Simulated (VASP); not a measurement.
Write the native input for VASP 6.6.1 that does the following.

```yaml
Task: single point
Functional: LDA
Potentials_or_basis: VASP PAW LDA potentials, release 64 (Co)
Cutoff: 520 eV
k_mesh: 20 × 20 × 12
Occupations: gaussian, width 0.05 eV
Spin: collinear spin, ferromagnetic start
Starting_moments: "[0.5, 0.5] μB"
Dipole_correction: no
Further_INCAR_settings: ALGO = Normal; EDIFF = 1e-07; NBANDS = 20
```

The structure of Co lies in POSCAR:

```
Co
1.0
    2.4294441922      0.0000000000      0.0000000000
   -1.2147220961      2.1039603875      0.0000000000
    0.0000000000      0.0000000000      3.9179299248
Co
2
Direct
    0.3333333333      0.6666666667      0.7500000000
    0.6666666667      0.3333333333      0.2500000000
```

One way to write it, as run:

INCAR

```
SYSTEM = Co
PREC = Accurate
ENCUT = 520
EDIFF = 1E-7
ISMEAR = 0
SIGMA = 0.05
LREAL = .FALSE.
LASPH = .TRUE.
NELM = 150
ALGO = Normal
ISIF = 2
LWAVE = .FALSE.
LCHARG = .FALSE.
ISPIN = 2
MAGMOM = 0.5 0.5
LORBIT = 11
LMAXMIX = 4
GGA = CA
NBANDS = 20
```

KPOINTS

```
Automatic mesh
0
G
  20 20 12
  0 0 0
```

Potentials or basis: VASP PAW LDA potentials, release 64 (Co).

Run with:

```bash
$ cat potpaw_LDA.64/Co/POTCAR > POTCAR
$ mpirun -np 1 vasp_std > vasp.out
```

It gave:

```json
{
  "Pressure": "-1.3 GPa",
  "Net moment": "2.98 μB per cell",
  "Site moments": "Co +1.49 μB",
  "Valence electrons inside the program's atomic spheres": "Co 8.45"
}
```

It took 3.8 min on 1 thread of Intel(R) Xeon(R) Platinum 8259CL CPU @ 2.50GHz (Skylake/Cascade Lake), with other jobs on the host, peak memory 0.26 GiB.
